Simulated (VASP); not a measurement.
A run of VASP 6.6.1:

Contents of INCAR:

```
SYSTEM = Al2O3
  PREC = Accurate
  ENCUT = 520
  EDIFF = 1E-6
  ISMEAR = 0
  SIGMA = 0.05
  LREAL = .FALSE.
  LASPH = .TRUE.
  NELM = 60
  ALGO = Normal
  ISIF = 2
  LWAVE = .FALSE.
  LCHARG = .FALSE.
  GGA = PE
  NBANDS = 35
```

KPOINTS

```
Automatic mesh
0
G
  6 6 6
  0 0 0
```

The input POSCAR:

```
Al2O3
1.0
    2.4867061913      1.4357004890      4.5240669081
   -2.4867061913      1.4357004890      4.5240669081
    0.0000000000     -2.8714009779      4.5240669081
Al O
4 6
Direct
    0.8521293568      0.8521293568      0.8521293568
    0.6478706432      0.6478706432      0.6478706432
    0.1478706432      0.1478706432      0.1478706432
    0.3521293568      0.3521293568      0.3521293568
    0.0561574040      0.4438425960      0.7500000000
    0.7500000000      0.0561574040      0.4438425960
    0.4438425960      0.7500000000      0.0561574040
    0.9438425960      0.5561574040      0.2500000000
    0.2500000000      0.9438425960      0.5561574040
    0.5561574040      0.2500000000      0.9438425960
```

Potentials or basis: VASP PAW PBE potentials, release 64 (Al, O).

The run is started by

```console
$ cat potpaw_PBE.64/Al/POTCAR potpaw_PBE.64/O/POTCAR > POTCAR
$ mpirun -np 1 vasp_std > vasp.out
```

Hardware: 1 thread of Intel Xeon 8259CL, with other jobs on the host.

Question: How long does it take, and how much memory?

Answer: It took 2.2 min on 1 thread of Intel Xeon 8259CL (shared host), peak memory 0.27 GiB. Counts: scf iterations 14, k points 32.
